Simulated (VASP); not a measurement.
Wanted: the native input for a VASP 6.6.1 run.

* Task: single point
* Functional: PBE
* Potentials or basis: VASP PAW PBE potentials, release 64 (Mg, S)
* Cutoff: 520 eV
* k mesh: 1 × 1 × 14
* Occupations: gaussian, width 0.05 eV
* Spin: collinear spin, ferromagnetic start
* Starting moments: [0.5, 0.5, 0.5, 0.5] μB
* Dipole correction: no
* Further INCAR settings: ALGO = Normal; EDIFF = 1e-06; NBANDS = 20

The structure of MgS lies in POSCAR:

```
MgS
1.0
   11.5000000000      0.0000000000      0.0000000000
    0.0000000000      9.3000000000      0.0000000000
    0.0000000000      0.0000000000      4.7067437842
Mg S
2 2
Direct
    0.3925634571      0.5000000000      0.0000000000
    0.6074365429      0.5000000000      0.5000000000
    0.3925634571      0.5000000000      0.5000000000
    0.6074365429      0.5000000000      0.0000000000
```

These files were run (other wordings do the same):

INCAR

```
SYSTEM = MgS
ALGO = Normal ; EDIFF = 1E-6
ENCUT = 520 ; GGA = PE
ISIF = 2 ; ISMEAR = 0
ISPIN = 2 ; LASPH = .TRUE.
LCHARG = .TRUE. ; LELF = .TRUE.
LORBIT = 11 ; LREAL = .FALSE.
LVHAR = .TRUE. ; LWAVE = .FALSE.
MAGMOM = 0.5 0.5 0.5 0.5 ; NBANDS = 20
NELM = 150 ; PREC = Accurate
SIGMA = 0.05
```

KPOINTS

```
k-points
0
G
  1 1 14
  0 0 0
```

Potentials or basis: VASP PAW PBE potentials, release 64 (Mg, S).

The run is started by

```bash
$ cat potpaw_PBE.64/Mg/POTCAR potpaw_PBE.64/S/POTCAR > POTCAR
$ mpirun -np 1 vasp_std > vasp.out
```

Results of the run:

```json
{
  "Largest force": "0.724 eV/Å",
  "Band gap on the k mesh": "2.71 eV, direct",
  "Net moment": "0.00 μB per cell",
  "Valence electrons inside the program's atomic spheres": "Mg 0.33; S 3.78"
}
```

Run time: 4.9 min on 1 thread of Intel Xeon 6975P-C (shared host), peak memory 0.7 GiB.
